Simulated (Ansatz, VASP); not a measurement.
## KTaO3: VASP beside Ansatz

```
CELL_PARAMETERS angstrom
4.00379 0.00000 0.00000
0.00000 4.00379 0.00000
0.00000 0.00000 4.00379
ATOMIC_POSITIONS crystal
K 0.50000 0.50000 0.50000
Ta 0.00000 0.00000 0.00000
O 0.50000 0.00000 0.00000
O 0.00000 0.50000 0.00000
O 0.00000 0.00000 0.50000
```

Alike in both runs: functional PBE; dispersion D3(BJ); k mesh 8 × 8 × 8; occupations gaussian, width 0.02 eV; no spin polarisation.

Ansatz relaxed the structure, and its values are those at the end. VASP's run is a single point on that final structure, the one shown.

|  | VASP | Ansatz |
| --- | --- | --- |
| version | VASP 6.6.1 | Ansatz 0.2.0 |
| potentials or method | VASP PAW PBE potentials, release 64 (K_sv, Ta_pv, O), cutoff 520 eV | scalar-relativistic, plane waves, PAW |
| valence electrons in the cell | 38 | 40 |

|  | VASP | Ansatz | Ansatz less VASP |
| --- | --- | --- | --- |
| gap on the k mesh at the Fermi level (eV) | 2.15 | 2.20 | +0.047 |
| least direct gap on the mesh (eV) | 2.78 | 2.81 | +0.036 |
| pressure (GPa) | 0.6 | 0.0 | -0.64 |

VASP's potentials hold 38 valence electrons a cell and Ansatz's 40, so a difference there can come from the potentials and not from the codes.

Neither program's run includes spin-orbit coupling.
